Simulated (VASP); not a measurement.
# LiC2 in VASP: a series of runs

Runs on LiC2. Level: PBE. Tasks: single point, relaxation of cell and atoms.

All numbers are computed with VASP 6.6.1; they aren't measurements. Logs are shortened: lines on timing, memory, paths and dates and some standing lists are left out, and cuts for length are marked.

**1. The cell of the first run**

The typed cell holds 6 atoms: a = 3.817 Å, b = 3.817 Å, c = 3.817 Å, α = 120.00°, β = 120.00°, γ = 90.00°.

**2. Single point, PBE**

Input file INCAR:

```
PREC     = Accurate       # precision mode
ENCUT    = 520            # plane-wave cutoff, eV
EDIFF    = 1E-6           # SCF threshold, eV
ISMEAR   = 0              # smearing method
SIGMA    = 0.1            # smearing width, eV
LREAL    = F              # projectors in reciprocal space
LASPH    = T              # aspherical terms in the spheres
NELM     = 100            # most SCF steps
ALGO     = Normal         # electronic algorithm
ISIF     = 2              # what is computed and relaxed
LWAVE    = F              # write WAVECAR
LCHARG   = F              # write CHGCAR
GGA      = PE             # functional
NBANDS   = 20             # bands
```

Input file KPOINTS:

```
regular mesh
0
Gamma
  6 6 6
```

Input file POSCAR:

```
LiC2
1.0
   -1.9083024834      1.9083024834      2.6986670289
    1.9083024834     -1.9083024834      2.6986670289
    1.9083024834      1.9083024834     -2.6986670289
Li C
2 4
Direct
    0.0000000000      0.0000000000      0.0000000000
    0.7500000000      0.2500000000      0.5000000000
    0.3750000000      0.6250013239      0.7500013239
    0.3749986761      0.1250000000     -0.2500013239
    0.8750000000      0.6249986761      0.2499986761
    0.3750013239      0.6250000000      1.2500013239
```

Potentials or basis: VASP PAW PBE potentials, release 64 (Li_sv, C).

On the command line:

```console
$ cat potpaw_PBE.64/Li_sv/POTCAR potpaw_PBE.64/C/POTCAR > POTCAR
$ mpirun -np 1 vasp_std > vasp.out
```

OUTCAR:

```text
PREC = Accurate
   ENCUT = 520
   EDIFF = 1E-6
   ISMEAR = 0
   LREAL = F
   LASPH = T
   NELM = 100
   ISIF = 2
   GGA = PE

 ion  position               nearest neighbor table
   1  0.000  0.000  0.000-   6 2.24   4 2.24   5 2.24   3 2.24   4 2.24   5 2.24   6 2.24   3 2.24
                             6 2.24   3 2.24   4 2.24   5 2.24   2 2.34   2 2.34   2 2.34   2 2.34
   2  0.750  0.250  0.500-   3 2.24   4 2.24   5 2.24   6 2.24   5 2.24   4 2.24   3 2.24   6 2.24
                             3 2.24   5 2.24   6 2.24   4 2.24   1 2.34   1 2.34   1 2.34   1 2.34
   3  0.375  0.625  0.750-   4 1.91   6 1.91   6 1.91   4 1.91   5 1.91   5 1.91   2 2.24   1 2.24
                             2 2.24   1 2.24   2 2.24   1 2.24
   4  0.375  0.125  0.750-   5 1.91   3 1.91   3 1.91   5 1.91   6 1.91   6 1.91   2 2.24   1 2.24
                             1 2.24   2 2.24   1 2.24   2 2.24
   5  0.875  0.625  0.250-   6 1.91   4 1.91   6 1.91   4 1.91   3 1.91   3 1.91   2 2.24   1 2.24
                             2 2.24   1 2.24   2 2.24   1 2.24
   6  0.375  0.625  0.250-   3 1.91   5 1.91   3 1.91   5 1.91   4 1.91   4 1.91   2 2.24   1 2.24
                             1 2.24   2 2.24   1 2.24   2 2.24

  LATTYP: Found a body centered tetragonal cell.
 ALAT       =     3.8166049668
 C/A-ratio  =     1.4141715228

  Lattice vectors:

 A1 = (  -1.9083024834,   1.9083024834,   2.6986670289)
 A2 = (   1.9083024834,  -1.9083024834,   2.6986670289)
 A3 = (   1.9083024834,   1.9083024834,  -2.6986670289)

Analysis of symmetry for initial positions (statically):
=====================================================================
 Subroutine PRICEL returns:
 Original cell was already a primitive cell.

 Routine SETGRP: Setting up the symmetry group for a
 body centered tetragonal supercell.

 Subroutine GETGRP returns: Found 16 space group operations
 (whereof  8 operations were pure point group operations)
 out of a pool of 16 trial point group operations.

The static configuration has the point symmetry D_2d.
 The point group associated with its full space group is D_4h.

Analysis of symmetry for dynamics (positions and initial velocities):
=====================================================================
 Subroutine PRICEL returns:
 Original cell was already a primitive cell.

 Routine SETGRP: Setting up the symmetry group for a
 body centered tetragonal supercell.

 Subroutine GETGRP returns: Found 16 space group operations
 (whereof  8 operations were pure point group operations)
 out of a pool of 16 trial point group operations.

The dynamic configuration has the point symmetry D_2d.
 The point group associated with its full space group is D_4h.

 Subroutine INISYM returns: Found 16 space group operations
 (whereof  8 operations are pure point group operations),
 and found     1 'primitive' translations

----------------------------------------------------------------------------------------

                                     Primitive cell

  volume of cell :      39.3101

  direct lattice vectors                    reciprocal lattice vectors
    -1.908302483  1.908302483  2.698667029     0.000000000  0.262012969  0.185276655
     1.908302483 -1.908302483  2.698667029     0.262012969  0.000000000  0.185276655
     1.908302483  1.908302483 -2.698667029     0.262012969  0.262012969  0.000000000

  length of vectors
     3.816548240  3.816548240  3.816548240     0.320902220  0.320902220  0.370542295

  position of ions in fractional coordinates (direct lattice)
     0.000000000  0.000000000  0.000000000
     0.750000000  0.250000000  0.500000000
     0.375000000  0.625001324  0.750001324
     0.374998676  0.125000000  0.749998676
     0.875000000  0.624998676  0.249998676
     0.375001324  0.625000000  0.250001324

  ion indices of the primitive-cell ions
   primitive index   ion index
                 1           1
                 2           2
                 3           3
                 4           4
                 5           5
                 6           6

----------------------------------------------------------------------------------------

 KPOINTS: regular mesh

Automatic generation of k-mesh.
 Grid dimensions read from file:
 generate k-points for:    6    6    6

 Generating k-lattice:

  Cartesian coordinates                     Fractional coordinates (reciprocal lattice)
     0.000000000  0.043668828  0.030879442     0.166666667  0.000000000  0.000000000
     0.043668828  0.000000000  0.030879442     0.000000000  0.166666667  0.000000000
     0.043668828  0.043668828  0.000000000     0.000000000  0.000000000  0.166666667

  Length of vectors
     0.053483703  0.053483703  0.061757049

  Shift w.r.t. Gamma in fractional coordinates (k-lattice)
     0.000000000  0.000000000  0.000000000

 Subroutine IBZKPT returns following result:
 ===========================================

 Found     30 irreducible k-points:

 Following reciprocal coordinates:
            Coordinates               Weight
  0.000000  0.000000  0.000000      1.000000
  0.166667  0.000000  0.000000      8.000000
  0.333333  0.000000  0.000000      8.000000
  0.500000  0.000000  0.000000      4.000000
  0.166667  0.166667  0.000000      8.000000
  0.333333  0.166667  0.000000     16.000000
[... 16 lines left out ...]
 -0.333333 -0.333333  0.166667      8.000000
 -0.166667 -0.333333  0.166667      8.000000
 [... further k-points ...]
   k-points           NKPTS =     30   k-points in BZ     NKDIM =     30   number of bands    NBANDS=     20
   number of dos      NEDOS =    301   number of ions     NIONS =      6
   total plane-waves  NPLWV =  21952
   dimension x,y,z NGX =    28 NGY =   28 NGZ =   28
   dimension x,y,z NGXF=    56 NGYF=   56 NGZF=   56
   ions per type =               2   4
   NGX,Y,Z   is equivalent  to a cutoff of  12.20, 12.20, 12.20 a.u.
   NGXF,Y,Z  is equivalent  to a cutoff of  24.39, 24.39, 24.39 a.u.
 SYSTEM =  unknown system
   PREC   = accura    normal or accurate (medium, high low for compatibility)
   ISTART =      0    job   : 0-new  1-cont  2-samecut
   ICHARG =      2    charge: 1-file 2-atom 10-const
   ISPIN  =      1    spin polarized calculation?
   LNONCOLLINEAR =      F non collinear calculations
   LSORBIT =      F    spin-orbit coupling
   LASPH  =      T    aspherical Exc in radial PAW
   ENCUT  =  520.0 eV  38.22 Ry    6.18 a.u.   7.10  7.10  7.10*2*pi/ulx,y,z
   NELM   =    100;   NELMIN=  2; NELMDL= -5     # of ELM steps
   EDIFF  = 0.1E-05   stopping-criterion for ELM
   LREAL  =      F    real-space projection
   EDIFFG = 0.1E-04   stopping-criterion for IOM
   NSW    =      0    number of steps for IOM
   IBRION =     -1    ionic relax: 0-MD 1-quasi-New 2-CG
   NFREE  =      0    steps in history (QN), initial steepest desc. (CG)
   ISIF   =      2    stress and relaxation
   ISYM   =      2    0-nonsym 1-usesym 2-fastsym
   POTIM  = 0.5000    time-step for ionic-motion
   TEBEG  =    0.0;   TEEND  =   0.0 temperature during run
   PSTRESS=    0.0 pullay stress
   NELECT =      22.0000    total number of electrons
   NUPDOWN=      -1.0000    fix difference up-down
   EMIN   =  10.00;   EMAX   =-10.00  energy-range for DOS
   EFERMI =   0.00;   METHOD = LEGACY
   ISMEAR =     0;   SIGMA  =   0.10  broadening in eV -4-tet -1-fermi 0-gaus
   EFERMI_NEDOS =   21; number of points for ismear=-14 and -15
   IALGO  =     38    algorithm
   IMIX   =      4    mixing-type and parameters
     AMIX     =   0.40;   BMIX     =  1.00
     AMIX_MAG =   1.60;   BMIX_MAG =  1.00
  volume/ion in A,a.u.               =       6.55        44.21
  Fermi-wavevector in a.u.,A,eV,Ry     =   1.349111  2.549451 24.763986  1.820102
  Thomas-Fermi vector in A             =   2.476725
   LORBIT       =      0    0 simple, 1 ext, 2 COOP (PROOUT), +10 PAW based schemes
   GGA     = PE    functional components
   LHFCALC =     F    Hartree Fock is set to
   AEXX    =    0.0000 exact exchange contribution
   IVDW    =     0    specifies the selected vdW correction
   LEPSILON=     F    determine dielectric tensor
   LRPA    =     F    only Hartree local field effects (RPA)
 non-spin polarized calculation
 Gauss-broadening in eV      SIGMA  =   0.10
  energy-cutoff  :      520.00
  volume of cell :       39.31
 maximum number of plane-waves:      1067
   NGX = 15   NGY = 15   NGZ = 15

 number of electron      21.9999976 magnetization

 Free energy of the ion-electron system (eV)
  ---------------------------------------------------
  ext. energy  EPLUGINS =         0.00000000
  ---------------------------------------------------
  free energy    TOTEN  =       -29.96463581 eV

  energy without entropy =      -29.95674251  energy(sigma->0) =      -29.96068916

 E-fermi :   8.5282     XC(G=0): -12.0714

 val. band max:        8.5208976775   @ k =   0.5000   0.0000   0.0000
 cond. band min:       8.5622408705   @ k =  -0.1667   0.5000   0.1667
 fundamental gap:      0.0413431930
 Fermi energy:         8.5281664296

 k-point     1 :       0.0000    0.0000    0.0000
  band No.  band energies     occupation
      1     -38.2836      2.00000
      2     -38.0785      2.00000
      3     -10.4650      2.00000
      4      -2.4187      2.00000
      5       1.4568      2.00000
      6       1.4568      2.00000
[... 12 lines left out ...]
     19      15.5769      0.00000
     20      17.5466      0.00000

 k-point     2 :       0.1667    0.0000    0.0000
  band No.  band energies     occupation
      1     -38.2729      2.00000
      2     -38.0878      2.00000
      3     -10.2279      2.00000
      4      -3.3558      2.00000
      5       0.0620      2.00000
      6       0.7166      2.00000
[... 12 lines left out ...]
     19      15.6106      0.00000
     20      16.8035      0.00000

 k-point     3 :       0.3333    0.0000    0.0000
  band No.  band energies     occupation
      1     -38.2470      2.00000
      2     -38.1115      2.00000
      3      -9.5918      2.00000
      4      -5.1663      2.00000
      5      -0.4101      2.00000
      6       0.2006      2.00000
[... 12 lines left out ...]
     19      16.9607      0.00000
     20      17.2124      0.00000

 k-point     4 :       0.5000    0.0000    0.0000
  band No.  band energies     occupation
      1     -38.2296      2.00000
      2     -38.1276      2.00000
      3      -9.0866      2.00000
      4      -6.1506      2.00000
      5      -0.5146      2.00000
      6       0.0512      2.00000
[... 12 lines left out ...]
     19      17.3776      0.00000
     20      19.3871      0.00000

 k-point     5 :       0.1667    0.1667    0.0000
  band No.  band energies     occupation
      1     -38.2565      2.00000
      2     -38.1027      2.00000
      3      -9.8435      2.00000
      4      -4.3985      2.00000
      5      -1.3013      2.00000
      6       0.5344      2.00000
[... 12 lines left out ...]
     19      16.5919      0.00000
     20      16.6749      0.00000
[... 353 lines left out ...]
      6      -1.6016      2.00000
[... 12 lines left out ...]
     19      16.6707      0.00000
     20      19.1547      0.00000

 k-point    22 :      -0.1667    0.5000    0.1667
  band No.  band energies     occupation
      1     -38.2227      2.00000
      2     -38.1342      2.00000
      3      -8.9154      2.00000
      4      -6.1904      2.00000
      5      -1.8640      2.00000
      6      -0.7858      2.00000
[... 12 lines left out ...]
     19      17.2034      0.00000
     20      18.9321      0.00000

 k-point    23 :      -0.3333   -0.3333    0.1667
  band No.  band energies     occupation
      1     -38.2227      2.00000
      2     -38.1341      2.00000
      3      -8.9564      2.00000
      4      -5.9457      2.00000
      5      -2.2154      2.00000
      6      -1.2737      2.00000
[... 12 lines left out ...]
     19      16.6917      0.00000
     20      17.4848      0.00000

 k-point    24 :      -0.1667   -0.3333    0.1667
  band No.  band energies     occupation
      1     -38.2470      2.00000
      2     -38.1114      2.00000
      3      -9.6085      2.00000
      4      -4.8785      2.00000
      5      -1.2327      2.00000
      6      -0.8379      2.00000
[... 12 lines left out ...]
     19      16.4723      0.00000
     20      16.9164      0.00000

 [... further k-points ...]

------------------------ aborting loop because EDIFF is reached ----------------------------------------

  FORCE on cell =-STRESS in cart. coord.  units (eV):
  Direction    XX          YY          ZZ          XY          YZ          ZX
  --------------------------------------------------------------------------------------
  -------------------------------------------------------------------------------------
  Total       -0.0851355     -0.0851355     -0.0833355      0.0000000      0.0000000      0.0000000
  in kB       -3.4699037     -3.4699037     -3.3965427      0.0000000      0.0000000      0.0000000
  external PRESSURE =      -3.4454500 kB  Pullay stress =       0.0000000 kB

 VOLUME and BASIS-vectors are now :
 -----------------------------------------------------------------------------
  energy-cutoff  :      520.00
  volume of cell :       39.31
      direct lattice vectors                 reciprocal lattice vectors
    -1.908302483  1.908302483  2.698667029     0.000000000  0.262012969  0.185276655
     1.908302483 -1.908302483  2.698667029     0.262012969  0.000000000  0.185276655
     1.908302483  1.908302483 -2.698667029     0.262012969  0.262012969  0.000000000

 POSITION                                       TOTAL-FORCE (eV/Angst)
 -----------------------------------------------------------------------------------
      0.00000      0.00000      0.00000        -0.000000     -0.000000      0.000000
      0.00000      1.90830      1.34933        -0.000000     -0.000000     -0.000000
      1.90831      0.95415      0.67467         0.000000     -0.000000     -0.000000
      0.95415      1.90830     -0.67467        -0.000000     -0.000000     -0.000000
     -0.00001      0.95415      3.37333        -0.000000     -0.000000     -0.000000
      0.95415      0.00001      2.02400        -0.000000      0.000000     -0.000000
 -----------------------------------------------------------------------------------
    total drift:                                0.000000      0.000000     -0.000000

  FREE ENERGIE OF THE ION-ELECTRON SYSTEM (eV)
  ---------------------------------------------------
  free  energy   TOTEN  =       -29.9646358102 eV

  energy  without entropy=      -29.9567425135  energy(sigma->0) =      -29.96068916
```

Run time: 24 s. Hardware: 1 thread of Intel Xeon 8259CL, shared host; peak memory 0.16 GiB.

What came out:

```yaml
Free_energy: -29.9646 eV
Band_gap_on_the_k_mesh: zero (bands 11 and 12 overlap by 4.50 eV)
```

Caveat: the cutoff is under 1.25 times the usual one of these potentials, so pressure, stress and relaxed cells hold a basis-set (Pulay) error.

**3. Single point, PBE**

This run uses another cell than the first one, of 6.46 Å³/atom.

Input file INCAR:

```
PREC = Accurate ; ENCUT = 520
EDIFF = 1E-6 ; ISMEAR = 0
SIGMA = 0.1 ; LREAL = False
LASPH = True ; NELM = 80
ALGO = Normal ; ISIF = 2
LWAVE = False ; LCHARG = True
GGA = PE ; LELF = True
LVHAR = True ; NBANDS = 20
```

Input file KPOINTS:

```
regular mesh
0
Gamma
  12 12 12
```

Input file POSCAR:

```
LiC2
1.0
    0.0000000000      2.6866592079      2.6866592079
    2.6866592079      0.0000000000      2.6866592079
    2.6866592079      2.6866592079      0.0000000000
Li C
2 4
Direct
    0.0000000000      0.0000000000      0.0000000000
    0.2500000000      0.2500000000      0.2500000000
    0.6250000000      0.6250000000      0.1250000000
    0.6250000000      0.1250000000      0.6250000000
    0.6250000000      0.6250000000      0.6250000000
    0.1250000000      0.6250000000      0.6250000000
```

Potentials or basis: VASP PAW PBE potentials, release 64 (Li_sv, C).

On the command line:

```console
$ cat potpaw_PBE.64/Li_sv/POTCAR potpaw_PBE.64/C/POTCAR > POTCAR
$ mpirun -np 1 vasp_std > vasp.out
```

It took 56 s on 1 thread of Intel Xeon 8259CL, shared host; peak memory 0.18 GiB.

It converged, with:

- Free energy: -29.7914 eV
- Band gap on the k mesh: zero (bands 11 and 12 overlap by 4.57 eV)

Levels at points of the mesh, in eV from the Fermi level:
```csv
k point,band 8,band 9,band 10,band 11,band 12,band 13,band 14,band 15
"(0.00, 0.00, 0.00)",-6.15,-6.15,-6.15,-3.19,-3.19,5.41,5.41,5.41
"(0.50, 0.00, 0.00)",-5.91,-5.91,0.43,0.43,1.17,1.81,1.81,3.92
"(0.50, 0.50, 0.00)",-7.01,0.63,0.63,0.84,0.84,2.38,2.38,3.15
```

Caveat: the cutoff is under 1.25 times the usual one of these potentials, so pressure, stress and relaxed cells hold a basis-set (Pulay) error.

[end of part 1 of 2]
